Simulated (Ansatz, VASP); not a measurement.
**TaN: VASP beside Ansatz**

```
Ta N
1.0
     2.93800    0.00000    0.00000
    -1.46900    2.46805    0.00000
     0.00000    0.00000    2.88300
Ta N
1 1
Direct
  0.33333 0.66667 0.50000
  0.00000 0.00000 0.00000
```

Change from the starting cell: strain -0.0300 x Voigt [0, 1, 0, 0, 0, 0], atoms carried along.

Alike in both runs: task single point; functional PBEsol; k mesh 18 × 18 × 16; occupations gaussian, width 0.15 eV; no spin polarisation.

```csv
,VASP,Ansatz
version,VASP 6.6.1,Ansatz 0.2.0
potentials or method,"VASP PAW PBE potentials, release 64 (Ta_pv, N), cutoff 520 eV","scalar-relativistic, plane waves, PAW"
valence electrons in the cell,16,18
```

|  | VASP | Ansatz | Ansatz less VASP |
| --- | --- | --- | --- |
| gap on the k mesh at the Fermi level (eV) | none | none | - |
| pressure (GPa) | 7.0 | 6.1 | -0.93 |
| traceless stress, the component that is largest in VASP (GPa) | 10.54 | 10.60 | +0.056 |
| rms of the force components (eV/Å) | 0.050 | 0.048 | -0.0025 |

VASP's potentials were made for PBE, not for PBEsol. Atom by atom the forces differ by 0.003 eV/Å (rms over components). A gap of «none» marks a metal or a gap that the smearing closes. With one functional, cell and mesh, what is left measures potentials, basis and numerics. VASP's potentials hold 16 valence electrons a cell and Ansatz's 18, so a difference there can come from the potentials and not from the codes.

Neither program's run includes spin-orbit coupling.
